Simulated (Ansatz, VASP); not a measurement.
# Re in VASP and in Ansatz

```
CELL_PARAMETERS angstrom
2.76080 0.00000 0.00000
-1.38040 2.39092 0.00000
0.00000 0.00000 4.45820
ATOMIC_POSITIONS crystal
Re 0.33333 0.66667 0.25000
Re 0.66667 0.33333 0.75000
```

Alike in both runs: task single point; functional LDA; k mesh 9 × 9 × 4; occupations gaussian, width 0.1 eV; no spin polarisation.

|  | VASP | Ansatz |
| --- | --- | --- |
| version | VASP 6.6.1 | Ansatz 0.2.0 |
| potentials or method | VASP PAW LDA potentials, release 64 (Re_sv_GW), cutoff 500 eV | scalar-relativistic, plane waves, PAW |
| valence electrons in the cell | 30 | 30 |

|  | VASP | Ansatz | Ansatz less VASP |
| --- | --- | --- | --- |
| gap on the k mesh at the Fermi level (eV) | none | none | - |
| pressure (GPa) | -11.2 | -10.2 | +0.98 |
| traceless stress, the component that is largest in VASP (GPa) | -0.57 | -0.56 | +0.015 |

LDA's correlation is that of Perdew and Zunger in VASP and of Perdew and Wang (1992) in Ansatz. A gap of «none» marks a metal or a gap that the smearing closes.

Spin-orbit coupling is off throughout.
